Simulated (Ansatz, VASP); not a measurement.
## AlNi: VASP beside Ansatz

```
Al Ni
1.0
     0.00000   -2.86182    0.00000
     0.00000    0.00000   -2.86182
     8.58547   -0.95394   -0.95394
Al Ni
3 3
Direct
  0.97222 0.97222 0.08333
  0.86111 0.86111 0.41667
  0.75000 0.75000 0.75000
  0.19444 0.19444 0.91667
  0.41667 0.41667 0.25000
  0.30556 0.30556 0.58333
```

Alike in both runs: task single point; functional PBEsol; k mesh 15 × 15 × 5; occupations gaussian, width 0.15 eV; no spin polarisation.

|  | VASP | Ansatz |
| --- | --- | --- |
| version | VASP 6.6.1 | Ansatz 0.2.0 |
| potentials or method | VASP PAW PBE potentials, release 64 (Al, Ni), cutoff 520 eV | scalar-relativistic, plane waves, PAW |
| valence electrons in the cell | 39 | 63 |

|  | VASP | Ansatz | Ansatz less VASP |
| --- | --- | --- | --- |
| gap on the k mesh at the Fermi level (eV) | none | none | - |
| pressure (GPa) | 23.4 | 24.1 | +0.75 |
| traceless stress, the component that is largest in VASP (GPa) | 36.86 | 38.09 | +1.229 |
| rms of the force components (eV/Å) | 6.645 | 6.879 | +0.2333 |

VASP's potentials were made for PBE, not for PBEsol, and Ansatz warns of the same on its side. Atom by atom the forces differ by 0.234 eV/Å (rms over components). A gap of «none» marks a metal or a gap that the smearing closes. The functional is the same, so the differences come from potentials, cutoffs and numerics. VASP's potentials hold 39 valence electrons a cell and Ansatz's 63, so a difference there can come from the potentials and not from the codes.
